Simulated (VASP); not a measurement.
A run of VASP 6.6.1:

The input INCAR:

```
SYSTEM = C
ALGO     = Normal         ! electronic algorithm
EDIFF    = 1E-6           ! SCF threshold, eV
ENCUT    = 520            ! plane-wave cutoff, eV
GGA      = PS             ! functional
ISIF     = 2              ! what is computed and relaxed
ISMEAR   = 0              ! smearing method
LASPH    = .TRUE.         ! aspherical terms in the spheres
LCHARG   = .TRUE.         ! write CHGCAR
LELF     = .TRUE.         ! ELF
LREAL    = .FALSE.        ! projectors in reciprocal space
LVHAR    = .TRUE.       
LWAVE    = .FALSE.        ! write WAVECAR
NBANDS   = 11             ! bands
NELM     = 100            ! most SCF steps
PREC     = Accurate       ! precision mode
SIGMA    = 0.05           ! smearing width, eV
```

KPOINTS

```
k-points
0
G
  15 15 15
  0 0 0
```

File POSCAR:

```
C
1.0
    1.1666250292      0.6735512746      3.4306861104
   -1.1666250292      0.6735512746      3.4306861104
    0.0000000000     -1.3471025493      3.4306861104
C
2
Direct
    0.1640000000      0.1640000000      0.1640000000
    0.8360000000      0.8360000000      0.8360000000
```

Potentials or basis: VASP PAW PBE potentials, release 64 (C).

Run with:

```sh
$ cat potpaw_PBE.64/C/POTCAR > POTCAR
$ mpirun -np 1 vasp_std > vasp.out
```

Hardware: 1 thread of Intel Xeon 8259CL, on a shared host.

Q: How long does it take, and how much memory?

A: Wall time 2.1 min on 1 thread of Intel Xeon 8259CL, on a shared host, peak memory 0.18 GiB. Counts: scf iterations 12, k points 344.
